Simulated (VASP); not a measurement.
Set up this calculation in VASP 6.6.1, as the native input.

| Property | Result |
| --- | --- |
| Task | relaxation of cell and atoms |
| Functional | LDA |
| Potentials or basis | VASP PAW LDA potentials, release 64 (Ti_sv) |
| Cutoff | 600 eV |
| k mesh | 18 × 18 × 10 |
| Occupations | fermi-dirac, width 0.1 eV |
| Spin | no spin polarisation |
| Target pressure | 140 GPa |
| Dipole correction | no |
| Further INCAR settings | ALGO = Normal; EDIFF = 1e-07; IBRION = 2; EDIFFG = -0.005; NSW = 32; ISIF = 3 |

The structure of Ti lies in POSCAR:

```
Ti
1.0
    2.2387985032      0.0000000000      0.0000000000
   -1.1193992516      1.9388563777      0.0000000000
    0.0000000000      0.0000000000      4.3673016839
Ti
2
Direct
    0.3333333333      0.6666666667      0.2500000000
    0.6666666667      0.3333333333      0.7500000000
```

The input as run:

INCAR

```
PREC = Accurate
ENCUT = 600
EDIFF = 1E-7
ISMEAR = -1
SIGMA = 0.1
LREAL = F
LASPH = T
NELM = 80
ALGO = Normal
ISIF = 3
LWAVE = F
LCHARG = F
IBRION = 2
NSW = 32
EDIFFG = -0.005
PSTRESS = 1400.0
```

KPOINTS

```
Automatic mesh
0
Gamma
  18 18 10
```

Potentials or basis: VASP PAW LDA potentials, release 64 (Ti_sv).

Command:

```bash
$ cat potpaw_LDA.64/Ti_sv/POTCAR > POTCAR
$ mpirun -np 1 vasp_std > vasp.out
```

Results of the run:

```json
{
  "Relaxed volume": "9.51 Å³/atom",
  "Relaxed cell": "a = 2.252 Å, b = 2.252 Å, c = 4.330 Å, α = 90.00°, β = 90.00°, γ = 120.00°",
  "Space group after relaxing (to 0.05 Å)": "P6_3/mmc (No. 194)",
  "Energy change on relaxing (the enthalpy is what falls)": "-29.6 meV/atom",
  "Ionic steps": "10",
  "Pressure after relaxing": "140.0 GPa",
  "Band gap on the k mesh": "zero (band 12 reaches 17.27 eV, above the bottom of band 13 at 15.58 eV)"
}
```

Caveat: the cell is relaxed towards a set pressure, so the enthalpy falls and the energy may rise.

It took 4.1 min on 1 thread of AMD EPYC 9R45 96-Core Processor (Zen 5), with other jobs on the host, peak memory 0.16 GiB.
